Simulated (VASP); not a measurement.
# Na2W5 (P4/mmm) in VASP: further runs

The runs below take Na2W5 through single point, relaxation of cell and atoms, with PBE.

Everything below comes from runs of VASP 6.6.1. Logs are shortened: lines on timing, memory, paths and dates and some standing lists are left out, and cuts for length are marked.

## 1. The cell of the first run

The structure is tetragonal, space group P4/mmm (No. 123). The conventional cell has a = 3.437 Å, b = 3.437 Å, c = 11.474 Å, α = 90.00°, β = 90.00°, γ = 90.00°. Within 3.2 Å of Na (site symmetry 4/mmm) lie 4 W at 2.43 Å. Within 4.2 Å of Na (site symmetry 4/mmm) lie 10 W at 3.21 Å and 4 Na at 3.44 Å. Within 3.7 Å of W (site symmetry 4mm) lie 8 W at 2.67 to 3.44 Å and 5 Na at 3.21 to 3.64 Å. Within 3.3 Å of W (site symmetry 4mm) lie 5 W at 2.53 to 2.67 Å and 1 Na at 3.21 Å. W (site symmetry 4/mmm) has 4 Na at 2.43 Å and 2 W at 2.53 Å within 3.2 Å.

The cell was built from a structure type or drawn by symmetry, and may not be a known phase.

## 2. Single point, PBE

Contents of INCAR:

```
SYSTEM = Na2W5
ALGO = Fast ; EDIFF = 1E-6
ENCUT = 520 ; GGA = PE
ISIF = 2 ; ISMEAR = 0
LASPH = .TRUE. ; LCHARG = .FALSE.
LREAL = .FALSE. ; LWAVE = .FALSE.
NBANDS = 51 ; NELM = 80
PREC = Accurate ; SIGMA = 0.1
```

Contents of KPOINTS:

```
k-points
0
G
  4 4 2
  0 0 0
```

Contents of POSCAR:

```
Na2W5
1.0
    3.4366095765      0.0000000000      0.0000000000
    0.0000000000      3.4366095765      0.0000000000
    0.0000000000      0.0000000000     11.4743100659
Na W
2 5
Direct
    0.0000000000      0.0000000000      0.5000000000
    0.5000000000      0.5000000000      0.0000000000
    0.0000000000      0.0000000000      0.1828735156
    0.0000000000      0.0000000000      0.8171264844
    0.5000000000      0.5000000000      0.2796846722
    0.5000000000      0.5000000000      0.7203153278
    0.5000000000      0.5000000000      0.5000000000
```

Potentials or basis: VASP PAW PBE potentials, release 64 (Na_pv, W_sv).

Run with:

```console
$ cat potpaw_PBE.64/Na_pv/POTCAR potpaw_PBE.64/W_sv/POTCAR > POTCAR
$ mpirun -np 1 vasp_std > vasp.out
```

OUTCAR:

```text
SYSTEM = Na2W5
   EDIFF = 1E-6
   ENCUT = 520
   GGA = PE
   ISIF = 2
   ISMEAR = 0
   LASPH = .TRUE.
   LREAL = .FALSE.
   NELM = 80
   PREC = Accurate

 ion  position               nearest neighbor table
   1  0.000  0.000  0.500-   7 2.43   7 2.43   7 2.43   7 2.43
   2  0.500  0.500  0.000-
   3  0.000  0.000  0.183-   5 2.67   5 2.67   5 2.67   5 2.67
   4  0.000  0.000  0.817-   6 2.67   6 2.67   6 2.67   6 2.67
   5  0.500  0.500  0.280-   7 2.53   3 2.67   3 2.67   3 2.67   3 2.67
   6  0.500  0.500  0.720-   7 2.53   4 2.67   4 2.67   4 2.67   4 2.67
   7  0.500  0.500  0.500-   1 2.43   1 2.43   1 2.43   1 2.43   6 2.53   5 2.53

  LATTYP: Found a simple tetragonal cell.
 ALAT       =     3.4366095765
 C/A-ratio  =     3.3388459790

  Lattice vectors:

 A1 = (   3.4366095765,   0.0000000000,   0.0000000000)
 A2 = (   0.0000000000,   3.4366095765,   0.0000000000)
 A3 = (   0.0000000000,   0.0000000000,  11.4743100659)

Analysis of symmetry for initial positions (statically):
=====================================================================
 Subroutine PRICEL returns:
 Original cell was already a primitive cell.

 Routine SETGRP: Setting up the symmetry group for a
 simple tetragonal supercell.

 Subroutine GETGRP returns: Found 16 space group operations
 (whereof 16 operations were pure point group operations)
 out of a pool of 16 trial point group operations.

The static configuration has the point symmetry D_4h.

Analysis of symmetry for dynamics (positions and initial velocities):
=====================================================================
 Subroutine PRICEL returns:
 Original cell was already a primitive cell.

 Routine SETGRP: Setting up the symmetry group for a
 simple tetragonal supercell.

 Subroutine GETGRP returns: Found 16 space group operations
 (whereof 16 operations were pure point group operations)
 out of a pool of 16 trial point group operations.

The dynamic configuration has the point symmetry D_4h.

 Subroutine INISYM returns: Found 16 space group operations
 (whereof 16 operations are pure point group operations),
 and found     1 'primitive' translations

----------------------------------------------------------------------------------------

[... 90 lines left out ...]
   LREAL  =      F    real-space projection
   EDIFFG = 0.1E-04   stopping-criterion for IOM
   NSW    =      0    number of steps for IOM
   IBRION =     -1    ionic relax: 0-MD 1-quasi-New 2-CG
   NFREE  =      0    steps in history (QN), initial steepest desc. (CG)
   ISIF   =      2    stress and relaxation
   ISYM   =      2    0-nonsym 1-usesym 2-fastsym
   POTIM  = 0.5000    time-step for ionic-motion
   TEBEG  =    0.0;   TEEND  =   0.0 temperature during run
   PSTRESS=    0.0 pullay stress
   NELECT =      84.0000    total number of electrons
   NUPDOWN=      -1.0000    fix difference up-down
   EMIN   =  10.00;   EMAX   =-10.00  energy-range for DOS
   EFERMI =   0.00;   METHOD = LEGACY
   ISMEAR =     0;   SIGMA  =   0.10  broadening in eV -4-tet -1-fermi 0-gaus
   EFERMI_NEDOS =   21; number of points for ismear=-14 and -15
   IALGO  =     68    algorithm
   IMIX   =      4    mixing-type and parameters
     AMIX     =   0.40;   BMIX     =  1.00
     AMIX_MAG =   1.60;   BMIX_MAG =  1.00
  volume/ion in A,a.u.               =      19.36       130.64
  Fermi-wavevector in a.u.,A,eV,Ry     =   1.395851  2.637775 26.509576  1.948399
  Thomas-Fermi vector in A             =   2.519262
   LORBIT       =      0    0 simple, 1 ext, 2 COOP (PROOUT), +10 PAW based schemes
   GGA     = PE    functional components
   LHFCALC =     F    Hartree Fock is set to
   AEXX    =    0.0000 exact exchange contribution
   IVDW    =     0    specifies the selected vdW correction
   LEPSILON=     F    determine dielectric tensor
   LRPA    =     F    only Hartree local field effects (RPA)
 non-spin polarized calculation
 RMM-DIIS sequential band-by-band and
 Gauss-broadening in eV      SIGMA  =   0.10
  energy-cutoff  :      520.00
  volume of cell :      135.51
 maximum number of plane-waves:      3672
 NGX is ok and might be reduce to    28
   NGX = 13   NGY = 13   NGZ = 43

 number of electron      84.0000016 magnetization

 Free energy of the ion-electron system (eV)
  ---------------------------------------------------
  ext. energy  EPLUGINS =         0.00000000
  ---------------------------------------------------
  free energy    TOTEN  =       -55.24501948 eV

  energy without entropy =      -55.22348519  energy(sigma->0) =      -55.23425234

 E-fermi :   6.3731     XC(G=0): -11.2883

 val. band max:        6.3338761308   @ k =   0.2500   0.2500   0.5000
 cond. band min:       6.4410617666   @ k =   0.2500   0.2500   0.0000
 fundamental gap:      0.1071856358
 Fermi energy:         6.3730851602

 k-point     1 :       0.0000    0.0000    0.0000
  band No.  band energies     occupation
      1     -67.4383      2.00000
      2     -67.4331      2.00000
      3     -67.2962      2.00000
      4     -67.2677      2.00000
      5     -67.2018      2.00000
      6     -32.0839      2.00000
[... 637 lines left out ...]
     50       9.0684      0.00000
     51       9.2409      0.00000

------------------------ aborting loop because EDIFF is reached ----------------------------------------

  FORCE on cell =-STRESS in cart. coord.  units (eV):
  Direction    XX          YY          ZZ          XY          YZ          ZX
  --------------------------------------------------------------------------------------
  -------------------------------------------------------------------------------------
  Total        0.1548117      0.1548117      0.4136902      0.0000000     -0.0000000      0.0000000
  in kB        1.8303212      1.8303212      4.8910133      0.0000000     -0.0000000      0.0000000
  external PRESSURE =       2.8505519 kB  Pullay stress =       0.0000000 kB

 VOLUME and BASIS-vectors are now :
 -----------------------------------------------------------------------------
  energy-cutoff  :      520.00
  volume of cell :      135.51
      direct lattice vectors                 reciprocal lattice vectors
     3.436609576  0.000000000  0.000000000     0.290984465  0.000000000  0.000000000
     0.000000000  3.436609576  0.000000000     0.000000000  0.290984465  0.000000000
     0.000000000  0.000000000 11.474310066     0.000000000  0.000000000  0.087151209

 POSITION                                       TOTAL-FORCE (eV/Angst)
 -----------------------------------------------------------------------------------
      0.00000      0.00000      5.73716        -0.000000      0.000000      0.000000
      1.71830      1.71830      0.00000        -0.000000      0.000000      0.000000
      0.00000      0.00000      2.09835        -0.000000      0.000000     -0.016404
      0.00000      0.00000      9.37596         0.000000      0.000000      0.016404
      1.71830      1.71830      3.20919        -0.000000     -0.000000     -0.054440
      1.71830      1.71830      8.26512        -0.000000      0.000000      0.054440
      1.71830      1.71830      5.73716        -0.000000      0.000000      0.000000
 -----------------------------------------------------------------------------------
    total drift:                                0.000000      0.000000     -0.000000

  FREE ENERGIE OF THE ION-ELECTRON SYSTEM (eV)
  ---------------------------------------------------
  free  energy   TOTEN  =       -55.2450194786 eV

  energy  without entropy=      -55.2234851935  energy(sigma->0) =      -55.23425234
```

OSZICAR:

```text
N       E                     dE             d eps       ncg     rms          rms(c)
DAV:   1     0.116888384907E+04    0.11689E+04   -0.49231E+04  1264   0.197E+03
DAV:   2     0.299677894943E+02   -0.11389E+04   -0.11180E+04  1232   0.615E+02
[... 10 lines left out ...]
RMM:  13    -0.552450848138E+02    0.17543E-02   -0.82606E-03  1777   0.341E-01    0.303E-01
RMM:  14    -0.552451611712E+02   -0.76357E-04   -0.56774E-03  1683   0.296E-01    0.123E-01
RMM:  15    -0.552450702919E+02    0.90879E-04   -0.83263E-04  1862   0.131E-01    0.661E-02
RMM:  16    -0.552450429184E+02    0.27374E-04   -0.22945E-04  1865   0.560E-02    0.511E-02
RMM:  17    -0.552450196632E+02    0.23255E-04   -0.56105E-05  1545   0.336E-02    0.155E-02
RMM:  18    -0.552450191798E+02    0.48347E-06   -0.25656E-05  1578   0.186E-02    0.254E-03
RMM:  19    -0.552450194786E+02   -0.29889E-06   -0.50714E-06  1225   0.860E-03
   1 F= -.55245019E+02 E0= -.55234252E+02  d E =-.215343E-01
```

stdout:

```text
POSCAR found type information on POSCAR NaW
 POSCAR found :  2 types and       7 ions
 scaLAPACK will be used
 LDA part: xc-table for (Slater+PW92), standard interpolation
 POSCAR, INCAR and KPOINTS ok, starting setup
 FFT: planning ... GRIDC
 FFT: planning ... GRID_SOFT
 FFT: planning ... GRID
 WAVECAR not read
 entering main loop
```

Wall time 61 s (1 thread of Intel Xeon 6975P-C (Granite Rapids), shared host); peak memory 0.28 GiB.

Results:

| Quantity | Value |
| --- | --- |
| Free energy | -55.2450 eV |
| Pressure | 0.3 GPa |
| Largest force | 0.054 eV/Å |
| Band gap on the k mesh | zero (bands 42 and 43 overlap by 0.93 eV) |

Forces in eV/Å, atoms in the order of the input:
```
Na   0.000  0.000  0.000
Na   0.000  0.000  0.000
W    0.000  0.000 -0.016
W    0.000  0.000  0.016
W    0.000  0.000 -0.054
W    0.000  0.000  0.054
W    0.000  0.000  0.000
```

Levels at points of the mesh, in eV from the Fermi level:
```
           k point  band 37  band 38  band 39  band 40  band 41  band 42  band 43  band 44  band 45  band 46
(0.00, 0.00, 0.00)    -1.36    -1.22    -1.08    -1.08    -0.09     0.33     0.33     0.65     0.69     0.69
(0.50, 0.00, 0.00)    -1.77    -1.70    -1.56    -1.02    -0.21     0.37     0.44     0.58     1.50     2.16
(0.50, 0.50, 0.00)    -1.04    -1.04    -0.86    -0.86     0.42     0.69     0.69     0.98     1.10     1.10
(0.00, 0.00, 0.50)    -1.36    -1.30    -1.07    -1.07    -0.09     0.36     0.36     0.56     0.56     0.65
(0.50, 0.00, 0.50)    -1.78    -1.74    -1.73    -0.64    -0.11     0.38     0.44     1.02     1.36     2.12
(0.50, 0.50, 0.50)    -1.05    -1.05    -0.85    -0.85     0.26     0.26     0.41     0.97     1.38     1.63
```

Caveat: the k points lie up to 0.46 Å⁻¹ apart, too coarse for converged energies and pressures of a metal; spin-orbit coupling is left out, which moves the levels of the heavy elements.

(Part 1 of 2 ends here.)
